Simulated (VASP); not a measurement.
# MgS (F-43m) in VASP: notebook

Runs on MgS. Level: LDA. Tasks: vibrations by perturbation theory.

Everything below comes from runs of VASP 6.6.1. Logs are shortened: lines on timing, memory, paths and dates and some standing lists are left out, and cuts for length are marked.

**1. The cell of the first run**

Symmetry: F-43m, No. 216, cubic system. The conventional cell has a = 5.537 Å, b = 5.537 Å, c = 5.537 Å, α = 90.00°, β = 90.00°, γ = 90.00°. Mg (site symmetry -43m) has 4 S at 2.40 Å within 3.2 Å. S (site symmetry -43m) has 4 Mg at 2.40 Å within 3.2 Å.

**2. Vibrations by perturbation theory, LDA**

INCAR

```
SYSTEM = MgS
PREC     = Accurate       ! precision mode
ENCUT    = 520            ! plane-wave cutoff, eV
EDIFF    = 1E-8           ! SCF threshold, eV
ISMEAR   = 0              ! smearing method
SIGMA    = 0.01           ! smearing width, eV
LREAL    = .FALSE.        ! projectors in reciprocal space
LASPH    = .TRUE.         ! aspherical terms in the spheres
NELM     = 80             ! most SCF steps
ALGO     = Normal         ! electronic algorithm
ISIF     = 2              ! what is computed and relaxed
LWAVE    = .FALSE.        ! write WAVECAR
LCHARG   = .FALSE.        ! write CHGCAR
GGA      = CA             ! functional
NBANDS   = 11             ! bands
IBRION   = 8              ! ionic algorithm
NSW      = 1              ! ionic steps
LEPSILON = .TRUE.         ! dielectric tensor by DFPT
```

KPOINTS

```
regular mesh
0
G
  8 8 8
  0 0 0
```

POSCAR

```
MgS
1.0
    0.0000000000      2.7685632501      2.7685632501
    2.7685632501      0.0000000000      2.7685632501
    2.7685632501      2.7685632501      0.0000000000
Mg S
1 1
Direct
    0.0000000000      0.0000000000      0.0000000000
    0.7500000000      0.7500000000      0.7500000000
```

Potentials or basis: VASP PAW LDA potentials, release 64 (Mg, S).

Started as:

```
$ cat potpaw_LDA.64/Mg/POTCAR potpaw_LDA.64/S/POTCAR > POTCAR
$ mpirun -np 1 vasp_std > vasp.out
```

OUTCAR:

```text
SYSTEM = MgS
   PREC = Accurate
   ENCUT = 520
   EDIFF = 1E-8
   ISMEAR = 0
   LREAL = .FALSE.
   LASPH = .TRUE.
   NELM = 80
   ISIF = 2
   GGA = CA
   IBRION = 8
   NSW = 1
   LEPSILON = .TRUE.

 ion  position               nearest neighbor table
   1  0.000  0.000  0.000-   2 2.40   2 2.40   2 2.40   2 2.40
   2  0.750  0.750  0.750-   1 2.40   1 2.40   1 2.40   1 2.40

  LATTYP: Found a face centered cubic cell.
 ALAT       =     5.5371265002

  Lattice vectors:

 A1 = (   0.0000000000,   2.7685632501,   2.7685632501)
 A2 = (   2.7685632501,   0.0000000000,   2.7685632501)
 A3 = (   2.7685632501,   2.7685632501,   0.0000000000)

Analysis of symmetry for initial positions (statically):
=====================================================================
 Subroutine PRICEL returns:
 Original cell was already a primitive cell.

 Routine SETGRP: Setting up the symmetry group for a
 face centered cubic supercell.

 Subroutine GETGRP returns: Found 24 space group operations
 (whereof 24 operations were pure point group operations)
 out of a pool of 48 trial point group operations.

The static configuration has the point symmetry T_d .

Analysis of symmetry for dynamics (positions and initial velocities):
=====================================================================
 Subroutine PRICEL returns:
 Original cell was already a primitive cell.

 Routine SETGRP: Setting up the symmetry group for a
 face centered cubic supercell.

 Subroutine GETGRP returns: Found 24 space group operations
 (whereof 24 operations were pure point group operations)
 out of a pool of 48 trial point group operations.

The dynamic configuration has the point symmetry T_d .

 Subroutine INISYM returns: Found 24 space group operations
 (whereof 24 operations are pure point group operations),
 and found     1 'primitive' translations

[... 569 lines left out ...]
     0.00000  7.75285  0.00315

 MACROSCOPIC STATIC DIELECTRIC TENSOR (including local field effects in DFT)
 ------------------------------------------------------
           4.177854     0.000000    -0.000000
          -0.000000     4.177854    -0.000000
           0.000000     0.000000     4.177854
 ------------------------------------------------------

 PIEZOELECTRIC TENSOR (including local field effects)  for field in x, y, z        (e  Angst)
          XX          YY          ZZ          XY          YZ          ZX
  --------------------------------------------------------------------------------
  x    -0.00000     0.00000     0.00000     0.00000     1.04117     0.00000
  y     0.00000     0.00000    -0.00000     0.00000     0.00000     1.04117
  z     0.00000     0.00000     0.00000     1.04117     0.00000     0.00000

 PIEZOELECTRIC TENSOR (including local field effects)  for field in x, y, z        (C/m^2)
          XX          YY          ZZ          XY          YZ          ZX
  --------------------------------------------------------------------------------
  x    -0.00000     0.00000     0.00000     0.00000     0.39304     0.00000
  y     0.00000     0.00000    -0.00000     0.00000     0.00000     0.39304
  z     0.00000     0.00000     0.00000     0.39304     0.00000     0.00000

 BORN EFFECTIVE CHARGES (including local field effects) (in |e|, cummulative output)
 ---------------------------------------------------------------------------------
 ion    1
    1     1.85838    -0.00000    -0.00000
    2    -0.00000     1.85838     0.00000
    3     0.00000     0.00000     1.85838
 ion    2
    1    -1.85838     0.00000     0.00000
    2     0.00000    -1.85838    -0.00000
    3    -0.00000    -0.00000    -1.85838

 INTERNAL STRAIN TENSOR FOR ION    2 for displacements in x,y,z  (eV/Angst):
          X           Y           Z          XY          YZ          ZX
  --------------------------------------------------------------------------------
  x    -0.00000     0.00000     0.00000     0.00000     7.75285     0.00000
  y     0.00000     0.00000     0.00000     0.00000     0.00000     7.75285
  z     0.00000     0.00000    -0.00000     7.75285     0.00000     0.00000

 SECOND DERIVATIVES (NOT SYMMETRIZED)
 ------------------------------------
               1X          1Y          1Z          2X          2Y          2Z
  1X    -6.622519    0.000000    0.000000    6.622519    0.000000    0.000000
  1Y     0.000000   -6.622519    0.000000    0.000000    6.622519    0.000000
  1Z     0.000000    0.000000   -6.622519    0.000000    0.000000    6.622519
  2X     6.622082    0.000000    0.000000   -6.622082    0.000000    0.000000
  2Y     0.000000    6.622082    0.000000    0.000000   -6.622082    0.000000
  2Z     0.000000    0.000000    6.622082    0.000000    0.000000   -6.622082

 Eigenvectors and eigenvalues of the dynamical matrix
 ----------------------------------------------------

   1 f  =   10.819665 THz    67.981960 2PiTHz  360.905178 cm-1    44.746519 meV
             X         Y         Z           dx          dy          dz
      0.000000  0.000000  0.000000     0.000000    0.754225    0.000000
      4.152845  4.152845  4.152845     0.000000   -0.656617    0.000000
[... 21 lines left out ...]
   6 f/i=    0.000177 THz     0.001110 2PiTHz    0.005892 cm-1     0.000731 meV
             X         Y         Z           dx          dy          dz
      0.000000  0.000000  0.000000     0.000000    0.000000   -0.656617
      4.152845  4.152845  4.152845     0.000000    0.000000   -0.754225

--------------------------------------------------------------------------------------------------------

 MACROSCOPIC STATIC DIELECTRIC TENSOR IONIC CONTRIBUTION
 ------------------------------------------------------
           2.223478     0.000000    -0.000000
           0.000000     2.223478     0.000000
          -0.000000     0.000000     2.223478
 ------------------------------------------------------

 ELASTIC MODULI CONTR FROM IONIC RELAXATION (kBar)
 Direction    XX          YY          ZZ          XY          YZ          ZX
 --------------------------------------------------------------------------------
 XX          -0.0000     -0.0000      0.0000     -0.0000      0.0000     -0.0000
 YY          -0.0000     -0.0000     -0.0000     -0.0000     -0.0000     -0.0000
 ZZ           0.0000     -0.0000     -0.0000      0.0000     -0.0000     -0.0000
 XY          -0.0000     -0.0000      0.0000   -338.0324      0.0000     -0.0000
 YZ           0.0000     -0.0000     -0.0000      0.0000   -338.0324     -0.0000
 ZX          -0.0000     -0.0000     -0.0000     -0.0000     -0.0000   -338.0324
 --------------------------------------------------------------------------------

 PIEZOELECTRIC TENSOR IONIC CONTR  for field in x, y, z        (C/m^2)
          XX          YY          ZZ          XY          YZ          ZX
  --------------------------------------------------------------------------------
  x     0.00000    -0.00000    -0.00000     0.00000    -0.81577    -0.00000
  y    -0.00000    -0.00000    -0.00000    -0.00000    -0.00000    -0.81577
  z    -0.00000    -0.00000     0.00000    -0.81577     0.00000    -0.00000
```

stdout:

```text
POSCAR found type information on POSCAR MgS
 POSCAR found :  2 types and       2 ions
 scaLAPACK will be used
 LDA part: xc-table for (Slater(with rela. corr.)+CA(PZ))
 , standard interpolation
 POSCAR, INCAR and KPOINTS ok, starting setup
 FFT: planning ... GRIDC
 FFT: planning ... GRID_SOFT
 FFT: planning ... GRID
[... 24 lines left out ...]
 Linear response to external field, progress :
  Direction:   3
 dielectric tensor                  component  3 :     0.445     0.529     4.178
 Linear response DOF=           2
 Linear response progress:
 first order change of Fermi-energy   0.15758E-04
 force on displaced ion       1 direction 1 :  -6.623  -0.000  -0.000
 Born effective charge ion    1 direction 1 :   1.857   0.000   0.000
 Linear response progress:
 first order change of Fermi-energy   0.35815E-03
 force on displaced ion       2 direction 1 :  -6.622   0.000   0.000
 Born effective charge ion    2 direction 1 :  -1.859   0.000   0.000
 Born effective charges drift removed
 Linear response finished
```

Run time: 2.3 min. Hardware: 1 thread of Intel Xeon 6975P-C (Granite Rapids), shared host; peak memory 0.25 GiB.

What came out:

```yaml
Electronic_dielectric_tensor_diagonal: 4.18
Born_charges_mean_of_the_diagonal: Mg +1.86; S -1.86 e
Highest_phonon_frequency_at_Γ_LO-TO_splitting_left_out: 361 cm⁻¹
```

Phonon frequencies in cm⁻¹ (negative: imaginary):
| q point | frequencies |
| --- | --- |
| (0.000, 0.000, 0.000) | 0 0 0 361 361 361 |

Electronic dielectric tensor:
```
4.18 0.00 0.00
0.00 4.18 0.00
0.00 0.00 4.18
```

Born effective charge tensors (e):
atom 1, Mg
```
1.86 0.00 0.00
0.00 1.86 0.00
0.00 0.00 1.86
```
atom 2, S
```
-1.86  0.00  0.00
 0.00 -1.86  0.00
 0.00  0.00 -1.86
```

Caveat: the cell wasn't relaxed at this level first, which shifts response properties.

(Continued in part 2 of 2.)
